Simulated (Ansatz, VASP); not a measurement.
# Two plane-wave programs on SrTiO3

INCAR

```
PREC = Accurate
ENCUT = 520
EDIFF = 1E-7
ISMEAR = 0
SIGMA = 0.02
LREAL = False
LASPH = True
NELM = 100
ALGO = Normal
ISIF = 2
LWAVE = False
LCHARG = False
GGA = PE
NBANDS = 28
```

File KPOINTS:

```
regular mesh
0
Gamma
  8 8 8
```

File POSCAR:

```
SrTiO3
1.0
    3.9753809473      0.0000000000      0.0000000000
    0.0000000000      3.9753809473      0.0000000000
    0.0000000000      0.0000000000      3.9753809473
Sr Ti O
1 1 3
Direct
    0.5000000000      0.5000000000      0.5000000000
    0.0000000000      0.0000000000      0.0000000000
    0.5000000000      0.0000000000      0.0000000000
    0.0000000000      0.5000000000      0.0000000000
    0.0000000000      0.0000000000      0.5000000000
```

Input for Ansatz:

```yaml
crystal:
  lattice:
    - [3.9753809473, 0.0, 0.0]
    - [0.0, 3.9753809473, 0.0]
    - [0.0, 0.0, 3.9753809473]
  atoms:
    - { symbol: Sr, position: [0.5, 0.5, 0.5] }
    - { symbol: Ti, position: [0.0, 0.0, 0.0] }
    - { symbol: O, position: [0.5, 0.0, 0.0] }
    - { symbol: O, position: [0.0, 0.5, 0.0] }
    - { symbol: O, position: [0.0, 0.0, 0.5] }
basis:
  ecutwfc: 420
kpoints:
  mp_grid: { grid: [8, 8, 8] }
hamiltonian:
  xc: pbe
scf:
  occupations: { method: gaussian, width: 0.02 }
output:
  forces: true
  stress: true
  eigenvalues: true
```

Alike in both runs: task single point; functional PBE; k mesh 8 × 8 × 8; occupations gaussian, width 0.02 eV; no spin polarisation.

|  | VASP | Ansatz |
| --- | --- | --- |
| version | VASP 6.6.1 | Ansatz 0.2.0 |
| potentials or method | VASP PAW PBE potentials, release 64 (Sr_sv, Ti_sv, O), cutoff 520 eV | scalar-relativistic, plane waves, PAW |
| valence electrons in the cell | 40 | 40 |

Ansatz gave:

* gap on the k mesh at the Fermi level (eV): 1.78
* least direct gap on the mesh (eV): 2.16
* pressure (GPa): -4.7

Task: What did VASP give for the same quantities?

Result: gap on the k mesh at the Fermi level (eV): 1.75; least direct gap on the mesh (eV): 2.14; pressure (GPa): -4.2.
